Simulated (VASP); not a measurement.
Wanted: the native input for a VASP 6.6.1 run.

- Task: single point
- Functional: r2SCAN
- Potentials or basis: VASP PAW PBE potentials, release 64 (K_sv, I)
- Cutoff: 520 eV
- k mesh: 6 × 6 × 6
- Occupations: gaussian, width 0.02 eV
- Spin: no spin polarisation
- Dipole correction: no
- Further INCAR settings: ALGO = Normal; EDIFF = 1e-06; NBANDS = 15

Crystal: KI.

```xyz
2
Lattice="4.2409 0.0000 0.0000 0.0000 4.2409 0.0000 0.0000 0.0000 4.2409" Properties=species:S:1:pos:R:3 pbc="T T T"
K     0.0000    0.0000    0.0000
I     2.1205    2.1205    2.1205
```

This cell differs from its parent crystal: strained.

These files were run (other wordings do the same):

POSCAR

```
KI
1.0
    4.2409038351      0.0000000000      0.0000000000
    0.0000000000      4.2409038351      0.0000000000
    0.0000000000      0.0000000000      4.2409038351
K I
1 1
Direct
    0.0000000000      0.0000000000      0.0000000000
    0.5000000000      0.5000000000      0.5000000000
```

INCAR.step1

```
ALGO = Normal ; EDIFF = 1E-4
ENCUT = 520 ; GGA = PE
ISMEAR = 0 ; LASPH = True
LCHARG = False ; LREAL = False
LWAVE = True ; NBANDS = 15
NELM = 60 ; PREC = Accurate
SIGMA = 0.02
```

INCAR.step2

```
ALGO = Normal ; EDIFF = 1E-6
ENCUT = 520 ; ISIF = 2
ISMEAR = 0 ; ISTART = 1
LASPH = True ; LCHARG = False
LMIXTAU = True ; LREAL = False
LWAVE = False ; METAGGA = R2SCAN
NBANDS = 15 ; NELM = 60
PREC = Accurate ; SIGMA = 0.02
```

KPOINTS

```
k-points
0
Gamma
  6 6 6
```

Potentials or basis: VASP PAW PBE potentials, release 64 (K_sv, I).

Launch:

```console
$ cat potpaw_PBE.64/K_sv/POTCAR potpaw_PBE.64/I/POTCAR > POTCAR
$ cp INCAR.step1 INCAR
$ mpirun -np 1 vasp_std > vasp.out
$ cp INCAR.step2 INCAR
$ mpirun -np 1 vasp_std > vasp.out
```

It gave:

The pressure is 0.6 GPa and the band gap on the k mesh is 4.15 eV (least direct gap 4.41 eV).

Caveat: the cell differs from its parent crystal (strained); the PAW data sets were made with another functional, which shifts forces and pressure a little; spin-orbit coupling is left out, which moves the levels of the heavy elements.

Wall time 65 s on 1 thread of AMD EPYC 7R43 64-Core Processor (Zen 3), with other jobs on the host, peak memory 0.16 GiB.
